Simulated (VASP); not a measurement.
# Ga (I-43d) in VASP: single point with r2SCAN

Aim: the single point of Ga with r2SCAN.

Everything below comes from runs of VASP 6.6.1. Logs are shortened: lines on timing, memory, paths and dates and some standing lists are left out, and cuts for length are marked.

### Step 1. The cell of the first run

It takes space group I-43d (No. 220, cubic). The conventional cell has a = 5.988 Å, b = 5.988 Å, c = 5.988 Å, α = 90.00°, β = 90.00°, γ = 90.00°. Within 3.7 Å of Ga (site symmetry -4) lie 12 Ga at 2.80 to 3.35 Å.

### Step 2. Single point, r2SCAN

POSCAR reads:

```
Ga
1.0
   -2.9939835836      2.9939835836      2.9939835836
    2.9939835836     -2.9939835836      2.9939835836
    2.9939835836      2.9939835836     -2.9939835836
Ga
6
Direct
    0.2500000000      0.1250000000      0.8750000000
    0.1250000000      0.8750000000      0.2500000000
    0.7500000000      0.3750000000      0.6250000000
    0.8750000000      0.2500000000      0.1250000000
    0.6250000000      0.7500000000      0.3750000000
    0.3750000000      0.6250000000      0.7500000000
```

INCAR.step1 reads:

```
SYSTEM = Ga
ALGO     = Normal         ! electronic algorithm
EDIFF    = 1E-4           ! SCF threshold, eV
ENCUT    = 520            ! plane-wave cutoff, eV
GGA      = PE             ! functional
ISMEAR   = 0              ! smearing method
LASPH    = .TRUE.         ! aspherical terms in the spheres
LCHARG   = .FALSE.        ! write CHGCAR
LREAL    = .FALSE.        ! projectors in reciprocal space
LWAVE    = .TRUE.         ! write WAVECAR
NBANDS   = 48             ! bands
NELM     = 100            ! most SCF steps
PREC     = Accurate       ! precision mode
SIGMA    = 0.1            ! smearing width, eV
```

INCAR.step2 reads:

```
SYSTEM = Ga
ALGO     = Normal         ! electronic algorithm
EDIFF    = 1E-6           ! SCF threshold, eV
ENCUT    = 520            ! plane-wave cutoff, eV
ISIF     = 2              ! what is computed and relaxed
ISMEAR   = 0              ! smearing method
ISTART   = 1            
LASPH    = .TRUE.         ! aspherical terms in the spheres
LCHARG   = .FALSE.        ! write CHGCAR
LMIXTAU  = .TRUE.       
LREAL    = .FALSE.        ! projectors in reciprocal space
LWAVE    = .FALSE.        ! write WAVECAR
METAGGA  = R2SCAN         ! meta-GGA
NBANDS   = 48             ! bands
NELM     = 100            ! most SCF steps
PREC     = Accurate       ! precision mode
SIGMA    = 0.1            ! smearing width, eV
```

KPOINTS reads:

```
k-points
0
G
  10 10 10
  0 0 0
```

Potentials or basis: VASP PAW PBE potentials, release 64 (Ga_d).

The run is started by

```sh
> cat potpaw_PBE.64/Ga_d/POTCAR > POTCAR
> cp INCAR.step1 INCAR
> mpirun -np 1 vasp_std > vasp.out
> cp INCAR.step2 INCAR
> mpirun -np 1 vasp_std > vasp.out
```

OUTCAR:

```text
SYSTEM = Ga
   EDIFF = 1E-6
   ENCUT = 520
   ISIF = 2
   ISMEAR = 0
   ISTART = 1
   LASPH = .TRUE.
   LREAL = .FALSE.
   METAGGA = R2SCAN
   NELM = 100
   PREC = Accurate

 ion  position               nearest neighbor table
   1  0.250  0.125  0.875-   4 2.80   5 2.80   2 2.80   4 2.80   6 2.80   2 2.80   6 2.80   5 2.80

   2  0.125  0.875  0.250-   3 2.80   1 2.80   1 2.80   4 2.80   5 2.80   4 2.80   3 2.80   5 2.80

   3  0.750  0.375  0.625-   6 2.80   2 2.80   4 2.80   5 2.80   6 2.80   4 2.80   5 2.80   2 2.80

   4  0.875  0.250  0.125-   2 2.80   6 2.80   1 2.80   2 2.80   3 2.80   3 2.80   1 2.80   6 2.80

   5  0.625  0.750  0.375-   1 2.80   3 2.80   2 2.80   3 2.80   6 2.80   6 2.80   1 2.80   2 2.80

   6  0.375  0.625  0.750-   4 2.80   5 2.80   1 2.80   3 2.80   5 2.80   1 2.80   3 2.80   4 2.80

  LATTYP: Found a body centered cubic cell.
 ALAT       =     5.9879671672

  Lattice vectors:

 A1 = (  -2.9939835836,   2.9939835836,   2.9939835836)
 A2 = (   2.9939835836,  -2.9939835836,   2.9939835836)
 A3 = (   2.9939835836,   2.9939835836,  -2.9939835836)

Analysis of symmetry for initial positions (statically):
=====================================================================
 Subroutine PRICEL returns:
 Original cell was already a primitive cell.

 Routine SETGRP: Setting up the symmetry group for a
 body centered cubic supercell.

 Subroutine GETGRP returns: Found 24 space group operations
 (whereof  3 operations were pure point group operations)
 out of a pool of 48 trial point group operations.

The static configuration has the point symmetry C_3 .
 The point group associated with its full space group is T_d .

Analysis of symmetry for dynamics (positions and initial velocities):
=====================================================================
 Subroutine PRICEL returns:
 Original cell was already a primitive cell.

 Routine SETGRP: Setting up the symmetry group for a
 body centered cubic supercell.

 Subroutine GETGRP returns: Found 24 space group operations
 (whereof  3 operations were pure point group operations)
 out of a pool of 48 trial point group operations.

The dynamic configuration has the point symmetry C_3 .
 The point group associated with its full space group is T_d .

 Subroutine INISYM returns: Found 24 space group operations
 (whereof  3 operations are pure point group operations),
 and found     1 'primitive' translations

----------------------------------------------------------------------------------------

                                     Primitive cell

  volume of cell :     107.3515

  direct lattice vectors                    reciprocal lattice vectors
    -2.993983584  2.993983584  2.993983584     0.000000000  0.167001584  0.167001584
     2.993983584 -2.993983584  2.993983584     0.167001584  0.000000000  0.167001584
     2.993983584  2.993983584 -2.993983584     0.167001584  0.167001584  0.000000000

  length of vectors
     5.185731684  5.185731684  5.185731684     0.236175905  0.236175905  0.236175905

  position of ions in fractional coordinates (direct lattice)
     0.250000000  0.125000000  0.875000000
     0.125000000  0.875000000  0.250000000
     0.750000000  0.375000000  0.625000000
     0.875000000  0.250000000  0.125000000
     0.625000000  0.750000000  0.375000000
     0.375000000  0.625000000  0.750000000

  ion indices of the primitive-cell ions
   primitive index   ion index
                 1           1
                 2           2
                 3           3
                 4           4
                 5           5
                 6           6

----------------------------------------------------------------------------------------

 KPOINTS: k-points

Automatic generation of k-mesh.
 Grid dimensions read from file:
 generate k-points for:   10   10   10

 Generating k-lattice:

  Cartesian coordinates                     Fractional coordinates (reciprocal lattice)
     0.000000000  0.016700158  0.016700158     0.100000000  0.000000000  0.000000000
     0.016700158  0.000000000  0.016700158     0.000000000  0.100000000  0.000000000
     0.016700158  0.016700158  0.000000000     0.000000000  0.000000000  0.100000000

  Length of vectors
     0.023617590  0.023617590  0.023617590

  Shift w.r.t. Gamma in fractional coordinates (k-lattice)
     0.000000000  0.000000000  0.000000000

 Subroutine IBZKPT returns following result:
 ===========================================

 Found     47 irreducible k-points:

 Following reciprocal coordinates:
            Coordinates               Weight
  0.000000  0.000000  0.000000      1.000000
  0.100000  0.000000  0.000000     12.000000
  0.200000  0.000000  0.000000     12.000000
  0.300000  0.000000  0.000000     12.000000
  0.400000  0.000000  0.000000     12.000000
  0.500000  0.000000  0.000000      6.000000
[... 16 lines left out ...]
  0.300000  0.300000  0.100000      8.000000
 -0.300000  0.300000  0.100000     24.000000
 [... further k-points ...]
   k-points           NKPTS =     47   k-points in BZ     NKDIM =     47   number of bands    NBANDS=     48
   number of dos      NEDOS =    301   number of ions     NIONS =      6
   total plane-waves  NPLWV =  64000
   dimension x,y,z NGX =    40 NGY =   40 NGZ =   40
   dimension x,y,z NGXF=    80 NGYF=   80 NGZF=   80
   ions per type =               6
   NGX,Y,Z   is equivalent  to a cutoff of  12.82, 12.82, 12.82 a.u.
   NGXF,Y,Z  is equivalent  to a cutoff of  25.65, 25.65, 25.65 a.u.
 SYSTEM =  Ga
   PREC   = accura    normal or accurate (medium, high low for compatibility)
   ISTART =      1    job   : 0-new  1-cont  2-samecut
   ICHARG =      0    charge: 1-file 2-atom 10-const
   ISPIN  =      1    spin polarized calculation?
   LNONCOLLINEAR =      F non collinear calculations
   LSORBIT =      F    spin-orbit coupling
   LASPH  =      T    aspherical Exc in radial PAW
   ENCUT  =  520.0 eV  38.22 Ry    6.18 a.u.   9.64  9.64  9.64*2*pi/ulx,y,z
   NELM   =    100;   NELMIN=  2; NELMDL=  0     # of ELM steps
   EDIFF  = 0.1E-05   stopping-criterion for ELM
   LREAL  =      F    real-space projection
   EDIFFG = 0.1E-04   stopping-criterion for IOM
   NSW    =      0    number of steps for IOM
   IBRION =     -1    ionic relax: 0-MD 1-quasi-New 2-CG
   NFREE  =      0    steps in history (QN), initial steepest desc. (CG)
   ISIF   =      2    stress and relaxation
   ISYM   =      2    0-nonsym 1-usesym 2-fastsym
   POTIM  = 0.5000    time-step for ionic-motion
   TEBEG  =    0.0;   TEEND  =   0.0 temperature during run
   PSTRESS=    0.0 pullay stress
   NELECT =      78.0000    total number of electrons
   NUPDOWN=      -1.0000    fix difference up-down
   EMIN   =  10.00;   EMAX   =-10.00  energy-range for DOS
   EFERMI =   0.00;   METHOD = LEGACY
   ISMEAR =     0;   SIGMA  =   0.10  broadening in eV -4-tet -1-fermi 0-gaus
   EFERMI_NEDOS =   21; number of points for ismear=-14 and -15
   IALGO  =     38    algorithm
   IMIX   =      4    mixing-type and parameters
     AMIX     =   0.40;   BMIX     =  1.00
     AMIX_MAG =   1.60;   BMIX_MAG =  1.00
  volume/ion in A,a.u.               =      17.89       120.74
  Fermi-wavevector in a.u.,A,eV,Ry     =   1.471760  2.781223 29.471268  2.166077
  Thomas-Fermi vector in A             =   2.586857
   LORBIT       =      0    0 simple, 1 ext, 2 COOP (PROOUT), +10 PAW based schemes
   METAGGA = R2SCAN    functional components
   LHFCALC =     F    Hartree Fock is set to
   AEXX    =    0.0000 exact exchange contribution
   IVDW    =     0    specifies the selected vdW correction
   LEPSILON=     F    determine dielectric tensor
   LRPA    =     F    only Hartree local field effects (RPA)
 non-spin polarized calculation
 Gauss-broadening in eV      SIGMA  =   0.10
  energy-cutoff  :      520.00
  volume of cell :      107.35
 maximum number of plane-waves:      2912
   NGX = 19   NGY = 19   NGZ = 19

 number of electron      77.9999993 magnetization

 Free energy of the ion-electron system (eV)
  ---------------------------------------------------
  ext. energy  EPLUGINS =         0.00000000
  ---------------------------------------------------
  free energy    TOTEN  =       -68.00764799 eV

  energy without entropy =      -67.99874113  energy(sigma->0) =      -68.00319456

 E-fermi :   5.8669     XC(G=0): -12.4185

 val. band max:        5.8663218342   @ k =  -0.4000   0.4000   0.4000
 cond. band min:       5.8782883149   @ k =   0.5000   0.5000   0.4000
 fundamental gap:      0.0119664807
 Fermi energy:         5.8669295057

 k-point     1 :       0.0000    0.0000    0.0000
  band No.  band energies     occupation
      1      -9.7243      2.00000
      2      -9.6891      2.00000
      3      -9.6891      2.00000
      4      -9.6517      2.00000
      5      -9.6517      2.00000
      6      -9.6517      2.00000
[... 40 lines left out ...]
     47      12.5159      0.00000
     48      12.5159      0.00000

 k-point     2 :       0.1000    0.0000    0.0000
  band No.  band energies     occupation
      1      -9.7222      2.00000
      2      -9.7026      2.00000
      3      -9.6993      2.00000
      4      -9.6732      2.00000
      5      -9.6658      2.00000
      6      -9.6624      2.00000
[... 40 lines left out ...]
     47      12.8771      0.00000
     48      13.8104      0.00000

 k-point     3 :       0.2000    0.0000    0.0000
  band No.  band energies     occupation
      1      -9.7288      2.00000
      2      -9.7263      2.00000
      3      -9.7202      2.00000
      4      -9.6973      2.00000
      5      -9.6745      2.00000
      6      -9.6696      2.00000
[... 40 lines left out ...]
     47      13.1607      0.00000
     48      15.0887      0.00000

 k-point     4 :       0.3000    0.0000    0.0000
  band No.  band energies     occupation
      1      -9.7583      2.00000
      2      -9.7503      2.00000
      3      -9.7189      2.00000
      4      -9.7096      2.00000
      5      -9.6813      2.00000
      6      -9.6663      2.00000
[... 958 lines left out ...]
     47      13.1344      0.00000
     48      14.3331      0.00000

 k-point    23 :       0.3000    0.3000    0.1000
  band No.  band energies     occupation
      1      -9.7591      2.00000
      2      -9.7569      2.00000
      3      -9.7255      2.00000
      4      -9.7255      2.00000
      5      -9.6960      2.00000
      6      -9.6960      2.00000
[... 40 lines left out ...]
     47      13.1862      0.00000
     48      13.1862      0.00000

 k-point    24 :      -0.3000    0.3000    0.1000
  band No.  band energies     occupation
      1      -9.7582      2.00000
      2      -9.7520      2.00000
      3      -9.7319      2.00000
      4      -9.7144      2.00000
      5      -9.6831      2.00000
      6      -9.6758      2.00000
[... 40 lines left out ...]
     47      12.9815      0.00000
     48      13.1862      0.00000

 [... further k-points ...]
[... 5 lines left out ...]
  --------------------------------------------------------------------------------------
  -------------------------------------------------------------------------------------
  Total        0.0692073      0.0692073      0.0692073      0.0000000     -0.0000000      0.0000000
  in kB        1.0328903      1.0328903      1.0328903      0.0000000     -0.0000000      0.0000000
  external PRESSURE =       1.0328903 kB  Pullay stress =       0.0000000 kB

 VOLUME and BASIS-vectors are now :
 -----------------------------------------------------------------------------
  energy-cutoff  :      520.00
  volume of cell :      107.35
      direct lattice vectors                 reciprocal lattice vectors
    -2.993983584  2.993983584  2.993983584     0.000000000  0.167001584  0.167001584
     2.993983584 -2.993983584  2.993983584     0.167001584  0.000000000  0.167001584
     2.993983584  2.993983584 -2.993983584     0.167001584  0.167001584  0.000000000

 POSITION                                       TOTAL-FORCE (eV/Angst)
 -----------------------------------------------------------------------------------
      2.24549      2.99398     -1.49699         0.000000     -0.000000      0.000000
      2.99398     -1.49699      2.24549        -0.000000      0.000000      0.000000
      0.74850      2.99398      1.49699        -0.000000      0.000000     -0.000000
     -1.49699      2.24549      2.99398        -0.000000     -0.000000     -0.000000
      1.49699      0.74850      2.99398         0.000000     -0.000000     -0.000000
      2.99398      1.49699      0.74850         0.000000     -0.000000      0.000000
 -----------------------------------------------------------------------------------
    total drift:                                0.000000      0.000000      0.000000

  FREE ENERGIE OF THE ION-ELECTRON SYSTEM (eV)
  ---------------------------------------------------
  free  energy   TOTEN  =       -68.0076479935 eV

  energy  without entropy=      -67.9987411276  energy(sigma->0) =      -68.00319456
```

Run time: 14 min. Hardware: 1 thread of AMD EPYC 7R43 (Zen 3), shared host; peak memory 0.32 GiB.

What came out:

```
Free energy            : -68.0076 eV
Pressure               : 0.1 GPa
Band gap on the k mesh : zero (band 39 reaches 7.91 eV, above the bottom of band 40 at 3.78 eV)
```

Levels at points of the mesh, in eV from the Fermi level:
```tsv
k point	band 37	band 38	band 39	band 40	band 41	band 42
(0.00, 0.00, 0.00)	-2.49	-2.49	-2.49	-2.09	-2.09	-2.09
(0.50, 0.00, 0.00)	-1.02	-1.02	-0.29	-0.29	3.07	3.07
(0.50, 0.50, 0.50)	1.46	1.46	1.75	1.75	1.75	1.75
```

Caveat: the PAW data sets were made with another functional, which shifts forces and pressure a little.
